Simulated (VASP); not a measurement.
# CdSe (P6_3mc) in VASP: notebook, part 2 of 2

VASP 6.6.1. The steps go on from the part before.

## Step 3: Relaxation of shape and atoms at fixed volume, PBE (27.38 Å³/atom)

This run uses another cell than the first one, of 27.38 Å³/atom.

INCAR

```
PREC     = Accurate       # precision mode
ENCUT    = 600            # plane-wave cutoff, eV
EDIFF    = 1E-6           # SCF threshold, eV
ISMEAR   = 0              # smearing method
SIGMA    = 0.05           # smearing width, eV
LREAL    = False          # projectors in reciprocal space
LASPH    = True           # aspherical terms in the spheres
NELM     = 100            # most SCF steps
ALGO     = Normal         # electronic algorithm
ISIF     = 4              # what is computed and relaxed
LWAVE    = False          # write WAVECAR
LCHARG   = False          # write CHGCAR
GGA      = PE             # functional
IBRION   = 2              # ionic algorithm
NSW      = 60             # ionic steps
EDIFFG   = -0.01          # ionic threshold
```

KPOINTS

```
regular mesh
0
Gamma
  10 10 6
```

POSCAR

```
CdSe
1.0
    4.2624541090      0.0000000000      0.0000000000
   -2.1312270545      3.6913935408      0.0000000000
    0.0000000000      0.0000000000      6.9595790050
Cd Se
2 2
Direct
    0.3333333333      0.6666666667      0.0046115015
    0.6666666667      0.3333333333      0.5046115015
    0.3333333333      0.6666666667      0.3803884985
    0.6666666667      0.3333333333      0.8803884985
```

Potentials or basis: VASP PAW PBE potentials, release 64 (Cd, Se).

On the command line:

```bash
cat potpaw_PBE.64/Cd/POTCAR potpaw_PBE.64/Se/POTCAR > POTCAR
mpirun -np 1 vasp_std > vasp.out
```

OUTCAR:

```text
PREC = Accurate
   ENCUT = 600
   EDIFF = 1E-6
   ISMEAR = 0
   LREAL = False
   LASPH = True
   NELM = 100
   ISIF = 4
   GGA = PE
   IBRION = 2
   NSW = 60
   EDIFFG = -0.01

 ion  position               nearest neighbor table
   1  0.333  0.667  0.005-   4 2.61   4 2.61   4 2.61   3 2.62
   2  0.667  0.333  0.505-   3 2.61   3 2.61   3 2.61   4 2.62
   3  0.333  0.667  0.380-   2 2.61   2 2.61   2 2.61   1 2.62
   4  0.667  0.333  0.880-   1 2.61   1 2.61   1 2.61   2 2.62

  LATTYP: Found a hexagonal cell.
 ALAT       =     4.2624541090
 C/A-ratio  =     1.6327633863

  Lattice vectors:

 A1 = (   4.2624541090,   0.0000000000,   0.0000000000)
 A2 = (  -2.1312270545,   3.6913935408,   0.0000000000)
 A3 = (   0.0000000000,   0.0000000000,   6.9595790050)

Analysis of symmetry for initial positions (statically):
=====================================================================
 Subroutine PRICEL returns:
 Original cell was already a primitive cell.

 Routine SETGRP: Setting up the symmetry group for a
 hexagonal supercell.

 Subroutine GETGRP returns: Found 12 space group operations
 (whereof  6 operations were pure point group operations)
 out of a pool of 24 trial point group operations.

The static configuration has the point symmetry C_3v.
 The point group associated with its full space group is C_6v.

Analysis of symmetry for dynamics (positions and initial velocities):
=====================================================================
 Subroutine PRICEL returns:
 Original cell was already a primitive cell.

 Routine SETGRP: Setting up the symmetry group for a
 hexagonal supercell.

 Subroutine GETGRP returns: Found 12 space group operations
 (whereof  6 operations were pure point group operations)
 out of a pool of 24 trial point group operations.

The dynamic configuration has the point symmetry C_3v.
 The point group associated with its full space group is C_6v.

 Subroutine INISYM returns: Found 12 space group operations
 (whereof  6 operations are pure point group operations),
 and found     1 'primitive' translations

----------------------------------------------------------------------------------------

                                     Primitive cell

  volume of cell :     109.5048

  direct lattice vectors                    reciprocal lattice vectors
     4.262454109  0.000000000  0.000000000     0.234606631  0.135450202  0.000000000
    -2.131227055  3.691393541  0.000000000     0.000000000  0.270900404  0.000000000
     0.000000000  0.000000000  6.959579005     0.000000000  0.000000000  0.143686852

  length of vectors
     4.262454109  4.262454109  6.959579005     0.270900404  0.270900404  0.143686852

[... 115 lines left out ...]
 conjugate gradient relaxation of ions
 non-spin polarized calculation
 Gauss-broadening in eV      SIGMA  =   0.05
  energy-cutoff  :      600.00
  volume of cell :      109.50
 maximum number of plane-waves:      3706
 NGX is ok and might be reduce to    36
   NGX = 17   NGY = 17   NGZ = 27

--------------------------------------- Ionic step        1  -------------------------------------------

 number of electron      35.9999989 magnetization

 Free energy of the ion-electron system (eV)
  ---------------------------------------------------
  ext. energy  EPLUGINS =         0.00000000
  ---------------------------------------------------
  free energy    TOTEN  =       -10.85273212 eV

  energy without entropy =      -10.85273212  energy(sigma->0) =      -10.85273212

------------------------ aborting loop because EDIFF is reached ----------------------------------------

  FORCE on cell =-STRESS in cart. coord.  units (eV):
  Direction    XX          YY          ZZ          XY          YZ          ZX
  --------------------------------------------------------------------------------------
  -------------------------------------------------------------------------------------
  Total        3.3023806      3.3023806      3.2855501      0.0000000      0.0000000      0.0000000
  in kB       48.3175247     48.3175247     48.0712759      0.0000000      0.0000000      0.0000000
  external PRESSURE =      48.2354417 kB  Pullay stress =       0.0000000 kB

 VOLUME and BASIS-vectors are now :
 -----------------------------------------------------------------------------
  energy-cutoff  :      600.00
  volume of cell :      109.50
      direct lattice vectors                 reciprocal lattice vectors
     4.262454109  0.000000000  0.000000000     0.234606631  0.135450202  0.000000000
    -2.131227055  3.691393541  0.000000000     0.000000000  0.270900404  0.000000000
     0.000000000  0.000000000  6.959579005     0.000000000  0.000000000  0.143686852

 POSITION                                       TOTAL-FORCE (eV/Angst)
 -----------------------------------------------------------------------------------
     -0.00000      2.46093      0.03209        -0.000000      0.000000      0.013675
      2.13123      1.23046      3.51188        -0.000000     -0.000000      0.013675
     -0.00000      2.46093      2.64734         0.000000      0.000000     -0.013675
      2.13123      1.23046      6.12713         0.000000     -0.000000     -0.013675
 -----------------------------------------------------------------------------------
    total drift:                               -0.000000     -0.000000      0.000844

  FREE ENERGIE OF THE ION-ELECTRON SYSTEM (eV)
  ---------------------------------------------------
  free  energy   TOTEN  =       -10.8527321190 eV

  energy  without entropy=      -10.8527321190  energy(sigma->0) =      -10.85273212

--------------------------------------- Ionic step        2  -------------------------------------------

 number of electron      35.9999989 magnetization

 Free energy of the ion-electron system (eV)
  ---------------------------------------------------
  ext. energy  EPLUGINS =         0.00000000
  ---------------------------------------------------
  free energy    TOTEN  =       -10.85275504 eV

  energy without entropy =      -10.85275504  energy(sigma->0) =      -10.85275504

 E-fermi :   1.3774     XC(G=0):  -9.0040

 val. band max:        1.1662444577   @ k =   0.0000   0.0000   0.0000
 cond. band min:       1.8920958497   @ k =   0.0000   0.0000   0.0000
 fundamental gap:      0.7258513921
 Fermi energy:         1.3774454125

 k-point     1 :       0.0000    0.0000    0.0000
  band No.  band energies     occupation
      1     -11.5927      2.00000
      2     -11.1906      2.00000
      3      -6.8588      2.00000
      4      -6.8510      2.00000
      5      -6.8510      2.00000
      6      -6.7777      2.00000
[... 589 lines left out ...]
     21       6.2061      0.00000
     22       6.7994      0.00000

 [... further k-points ...]

------------------------ aborting loop because EDIFF is reached ----------------------------------------

  FORCE on cell =-STRESS in cart. coord.  units (eV):
  Direction    XX          YY          ZZ          XY          YZ          ZX
  --------------------------------------------------------------------------------------
  -------------------------------------------------------------------------------------
  Total        3.2922244      3.2922244      3.3259529      0.0000000      0.0000000     -0.0000000
  in kB       48.1689281     48.1689281     48.6624136      0.0000000      0.0000000     -0.0000000
  external PRESSURE =      48.3334233 kB  Pullay stress =       0.0000000 kB

 VOLUME and BASIS-vectors are now :
 -----------------------------------------------------------------------------
  energy-cutoff  :      600.00
  volume of cell :      109.50
      direct lattice vectors                 reciprocal lattice vectors
     4.262742536  0.000000000  0.000000000     0.234590757  0.135441037 -0.000000000
    -2.131371268  3.691643326  0.000000000     0.000000000  0.270882074 -0.000000000
     0.000000000  0.000000000  6.958637235     0.000000000 -0.000000000  0.143706299

 POSITION                                       TOTAL-FORCE (eV/Angst)
 -----------------------------------------------------------------------------------
     -0.00000      2.46110      0.03275         0.000000      0.000000      0.004228
      2.13137      1.23055      3.51207        -0.000000      0.000000      0.004228
     -0.00000      2.46110      2.64633         0.000000     -0.000000     -0.004228
      2.13137      1.23055      6.12564         0.000000     -0.000000     -0.004228
 -----------------------------------------------------------------------------------
    total drift:                               -0.000000     -0.000000     -0.001174

  FREE ENERGIE OF THE ION-ELECTRON SYSTEM (eV)
  ---------------------------------------------------
  free  energy   TOTEN  =       -10.8527550431 eV

  energy  without entropy=      -10.8527550431  energy(sigma->0) =      -10.85275504

 reached required accuracy - stopping structural energy minimisation
```

Wall time 77 s (1 thread of Intel Xeon 6975P-C (Granite Rapids), shared host); peak memory 0.36 GiB.

What came out:

```
Free energy                  : -10.8528 eV
Energy gained by relaxing    : 0.0 meV/atom
Ionic steps                  : 2
Pressure after relaxing      : 4.8 GPa
Largest force after relaxing : 0.004 eV/Å
Band gap on the k mesh       : 0.73 eV
```

Forces on the atoms (eV/Å):
```
Cd   0.000  0.000  0.004
Cd   0.000  0.000  0.004
Se   0.000  0.000 -0.004
Se   0.000  0.000 -0.004
```

Final structure:
```
CELL_PARAMETERS angstrom
4.26274 0.00000 0.00000
-2.13137 3.69164 0.00000
0.00000 0.00000 6.95864
ATOMIC_POSITIONS crystal
Cd 0.33333 0.66667 0.00471
Cd 0.66667 0.33333 0.50471
Se 0.33333 0.66667 0.38029
Se 0.66667 0.33333 0.88029
```
